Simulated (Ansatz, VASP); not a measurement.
**Two plane-wave programs on Na2S**

Contents of POSCAR:

```
Na2S
1.0
    0.0000000000      3.2554286299      3.2554286299
    3.2554286299      0.0000000000      3.2554286299
    3.2554286299      3.2554286299      0.0000000000
Na S
2 1
Direct
    0.2500000000      0.2500000000      0.2500000000
    0.7500000000      0.7500000000      0.7500000000
    0.0000000000      0.0000000000      0.0000000000
```

INCAR.step1

```
ALGO = Normal
EDIFF = 1E-5
ENCUT = 400
GGA = PE
GGA_COMPAT = F
ISIF = 2
ISMEAR = 0
LASPH = T
LCHARG = F
LREAL = F
LWAVE = T
NBANDS = 17
NELM = 120
PREC = Accurate
SIGMA = 0.01
```

File INCAR.step2:

```
AEXX = 0.5
ALGO = Normal
EDIFF = 1E-6
ENCUT = 400
GGA = PE
GGA_COMPAT = F
ISIF = 2
ISMEAR = 0
ISTART = 1
LASPH = T
LCHARG = F
LHFCALC = T
LREAL = F
LWAVE = F
NBANDS = 17
NELM = 120
PREC = Accurate
PRECFOCK = Normal
SIGMA = 0.01
```

KPOINTS

```
k-points
0
Gamma
  4 4 4
```

Input for Ansatz:

```yaml
crystal:
  lattice:
    - [0.0, 3.2554286299, 3.2554286299]
    - [3.2554286299, 0.0, 3.2554286299]
    - [3.2554286299, 3.2554286299, 0.0]
  atoms:
    - { symbol: Na, position: [0.25, 0.25, 0.25] }
    - { symbol: Na, position: [0.75, 0.75, 0.75] }
    - { symbol: S, position: [0.0, 0.0, 0.0] }
kpoints:
  mp_grid: { grid: [4, 4, 4] }
hamiltonian:
  xc: { exchange: pbe, correlation: pbe, exx: { coeff: 0.5 } }
scf:
  occupations: { method: fixed }
  n_extra_bands: 4
output:
  forces: true
  stress: true
  eigenvalues: true
```

Alike in both runs: task single point; functional PBE-based global hybrid; k mesh 4 × 4 × 4; no spin polarisation.

```csv
,VASP,Ansatz
version,VASP 6.6.1,Ansatz 0.2.0
potentials or method,"VASP PAW PBE potentials, release 64 (Na_pv, S)",plane waves
plane-wave cutoff (eV),400,420
occupations,"gaussian, width 0.01 eV",fixed
valence electrons in the cell,20,24
```

|  | VASP | Ansatz | Ansatz less VASP |
| --- | --- | --- | --- |
| gap on the k mesh at the Fermi level (eV) | 5.98 | 5.96 | -0.025 |
| pressure (GPa) | -0.7 | -0.4 | +0.25 |

VASP's potentials were made for PBE, not for PBE-based global hybrid. VASP's potentials hold 20 valence electrons a cell and Ansatz's 24, so a difference there can come from the potentials and not from the codes. Ansatz's warnings: stress exchange threshold loose, stress scf threshold loose.
